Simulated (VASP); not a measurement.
Set up this calculation in VASP 6.6.1, as the native input.

```
Task                   : single point
Functional             : PBEsol
Potentials or basis    : VASP PAW PBE potentials, release 64 (Ni)
Cutoff                 : 520 eV
k mesh                 : 12 × 12 × 12
Occupations            : fermi-dirac, width 0.05 eV
Spin                   : collinear spin, ferromagnetic start
Starting moments       : [0.83, 0.83] μB
Dipole correction      : no
Further INCAR settings : ALGO = Normal; EDIFF = 1e-06; NBANDS = 21
```

The structure of Ni lies in POSCAR:

```
Ni
1.0
    0.0000000000      2.5998909817      2.5998909817
    2.5998909817      0.0000000000      2.5998909817
    2.5998909817      2.5998909817      0.0000000000
Ni
2
Direct
    0.1250000000      0.1250000000      0.1250000000
    0.8750000000      0.8750000000      0.8750000000
```

This cell differs from its parent crystal: volume scaled by 1.12.

The input as run:

INCAR

```
PREC = Accurate
ENCUT = 520
EDIFF = 1E-6
ISMEAR = -1
SIGMA = 0.05
LREAL = False
LASPH = True
NELM = 150
ALGO = Normal
ISIF = 2
LWAVE = False
LCHARG = False
ISPIN = 2
MAGMOM = 0.83 0.83
LORBIT = 11
LMAXMIX = 4
GGA = PS
NBANDS = 21
```

KPOINTS

```
Automatic mesh
0
Gamma
  12 12 12
```

Potentials or basis: VASP PAW PBE potentials, release 64 (Ni).

Run with:

```console
$ cat potpaw_PBE.64/Ni/POTCAR > POTCAR
$ mpirun -np 1 vasp_std > vasp.out
```

It gave:

- Pressure: -9.1 GPa
- Net moment: 1.58 μB per cell
- Site moments: Ni +0.80 μB
- Valence electrons inside the program's atomic spheres: Ni 9.15

Caveat: the PAW data sets were made with another functional, which shifts forces and pressure a little.

Wall time 2.4 min on 1 thread of Intel(R) Xeon(R) Platinum 8259CL CPU @ 2.50GHz (Skylake/Cascade Lake) (shared host), peak memory 0.21 GiB.
